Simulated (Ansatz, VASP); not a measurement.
Two plane-wave programs on NbTe

The input POSCAR:

```
NbTe
1.0
    0.0000000000      2.9965823173      2.9965823173
    2.9965823173      0.0000000000      2.9965823173
    2.9965823173      2.9965823173      0.0000000000
Nb Te
1 1
Direct
    0.5000000000      0.5000000000      0.5000000000
    0.0000000000      0.0000000000      0.0000000000
```

Contents of INCAR.step1:

```
PREC     = Accurate       # precision mode
ENCUT    = 520            # plane-wave cutoff, eV
ISMEAR   = 0              # smearing method
SIGMA    = 0.05           # smearing width, eV
LREAL    = F              # projectors in reciprocal space
LASPH    = T              # aspherical terms in the spheres
NELM     = 150            # most SCF steps
ISPIN    = 2              # spin polarisation
MAGMOM   = 2.16 0         # initial moments
LMAXMIX  = 4              # l up to which the mixer works
NBANDS   = 20             # bands
GGA      = PE             # functional
ALGO     = Normal         # electronic algorithm
EDIFF    = 1E-4           # SCF threshold, eV
LWAVE    = T              # write WAVECAR
LCHARG   = F              # write CHGCAR
```

The input INCAR.step2:

```
PREC     = Accurate       # precision mode
ENCUT    = 520            # plane-wave cutoff, eV
EDIFF    = 1E-6           # SCF threshold, eV
ISMEAR   = 0              # smearing method
SIGMA    = 0.05           # smearing width, eV
LREAL    = F              # projectors in reciprocal space
LASPH    = T              # aspherical terms in the spheres
NELM     = 150            # most SCF steps
ALGO     = Normal         # electronic algorithm
ISIF     = 2              # what is computed and relaxed
LWAVE    = F              # write WAVECAR
LCHARG   = F              # write CHGCAR
ISPIN    = 2              # spin polarisation
MAGMOM   = 2.16 0         # initial moments
LORBIT   = 11             # projections on sites
LMAXMIX  = 4              # l up to which the mixer works
METAGGA  = R2SCAN         # meta-GGA
LMIXTAU  = T            
NBANDS   = 20             # bands
ISTART   = 1
```

KPOINTS

```
Automatic mesh
0
Gamma
  10 10 10
```

Input for Ansatz:

```yaml
crystal:
  lattice:
    - [0.0, 2.9965823173, 2.9965823173]
    - [2.9965823173, 0.0, 2.9965823173]
    - [2.9965823173, 2.9965823173, 0.0]
  atoms:
    - { symbol: Nb, position: [0.5, 0.5, 0.5], spin: 2.16 }
    - { symbol: Te, position: [0.0, 0.0, 0.0] }
basis:
  ecutwfc: 500
  ecutrho_ratio: 4
kpoints:
  mp_grid: { grid: [10, 10, 10] }
hamiltonian:
  xc: r2scan
scf:
  occupations: { method: gaussian, width: 0.05 }
output:
  forces: true
  stress: true
  eigenvalues: true
  populations: true
magnetization:
  spin_polarized: true
```

Alike in both runs: task single point; functional r2SCAN; k mesh 10 × 10 × 10; occupations gaussian, width 0.05 eV; collinear spin.

|  | VASP | Ansatz |
| --- | --- | --- |
| version | VASP 6.6.1 | Ansatz 0.2.0 |
| potentials or method | VASP PAW PBE potentials, release 64 (Nb_sv, Te), cutoff 520 eV | scalar-relativistic, plane waves, PAW |
| valence electrons in the cell | 19 | 29 |

```csv
,VASP,Ansatz,Ansatz less VASP
gap on the k mesh at the Fermi level (eV),none,none,-
pressure (GPa),-2.2,-2.2,+0.05
net moment per atom (μB),1.44,1.44,-0.001
size of the moment on the site where the two differ most (μB),2.16,2.23,+0.064
```

VASP's potentials were made for PBE, not for r2SCAN. Site moments also hang on the region over which each program counts them. A gap of «none» marks a metal or a gap that the smearing closes. With one functional, cell and mesh, what is left measures potentials, basis and numerics. VASP's potentials hold 19 valence electrons a cell and Ansatz's 29, so a difference there can come from the potentials and not from the codes. Ansatz's warnings: stability check not made.

Neither program's run includes spin-orbit coupling.
